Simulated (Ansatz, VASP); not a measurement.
**Two plane-wave programs on N**

Contents of POSCAR:

```
N
1.0
    3.6290016496      0.0000000000      0.0000000000
   -1.8145008248      3.1428076190      0.0000000000
    0.0000000000      0.0000000000      5.8900000000
N
2
Direct
    0.2718643576      0.6216682533      0.2330220713
    0.6666666667      0.3333333333      0.7500000000
```

Contents of INCAR.step1:

```
PREC = Accurate
ENCUT = 520
ISMEAR = 0
SIGMA = 0.05
LREAL = False
LASPH = True
NELM = 150
ISPIN = 2
MAGMOM = 3.2 3.2
NBANDS = 16
GGA = PE
ALGO = Normal
EDIFF = 1E-4
LWAVE = True
LCHARG = False
```

INCAR.step2

```
PREC = Accurate
ENCUT = 520
EDIFF = 1E-7
ISMEAR = 0
SIGMA = 0.05
LREAL = False
LASPH = True
NELM = 150
ALGO = Normal
ISIF = 2
LWAVE = False
LCHARG = False
ISPIN = 2
MAGMOM = 3.2 3.2
LORBIT = 11
METAGGA = R2SCAN
LMIXTAU = True
NBANDS = 16
ISTART = 1
```

File KPOINTS:

```
regular mesh
0
Gamma
  6 6 4
```

Input for Ansatz:

```yaml
crystal:
  lattice:
    - [3.6290016496, 0.0, 0.0]
    - [-1.8145008248, 3.142807619, 0.0]
    - [0.0, 0.0, 5.89]
  atoms:
    - { symbol: "N", position: [0.2718643576, 0.6216682533, 0.2330220713], spin: 3.2 }
    - { symbol: "N", position: [0.6666666667, 0.3333333333, 0.75], spin: 3.2 }
basis:
  ecutwfc: 500
kpoints:
  mp_grid: { grid: [6, 6, 4] }
hamiltonian:
  xc: r2scan
scf:
  occupations: { method: gaussian, width: 0.05 }
output:
  forces: true
  stress: true
  eigenvalues: true
  populations: true
magnetization:
  spin_polarized: true
```

Alike in both runs: task single point; functional r2SCAN; k mesh 6 × 6 × 4; occupations gaussian, width 0.05 eV; collinear spin.

|  | VASP | Ansatz |
| --- | --- | --- |
| version | VASP 6.6.1 | Ansatz 0.2.0 |
| potentials or method | VASP PAW PBE potentials, release 64 (N), cutoff 520 eV | scalar-relativistic, plane waves, PAW |
| valence electrons in the cell | 10 | 10 |

Ansatz gave:

* gap on the k mesh at the Fermi level (eV): 3.90
* least direct gap on the mesh (eV): 3.90
* pressure (GPa): 0.3
* rms of the force components (eV/Å): 0.015
* net moment per atom (μB): 3.00
* size of the moment on the site where the two differ most (μB): 2.88

Problem. Which values does VASP return?

Solution. gap on the k mesh at the Fermi level (eV): 3.91; least direct gap on the mesh (eV): 3.91; pressure (GPa): 0.2; rms of the force components (eV/Å): 0.016; net moment per atom (μB): 3.00; size of the moment on the site where the two differ most (μB): 1.99.

VASP's potentials were made for PBE, not for r2SCAN. Site moments also hang on the region over which each program counts them. Atom by atom the forces differ by 0.000 eV/Å (rms over components). Ansatz's warnings: stability check not made.
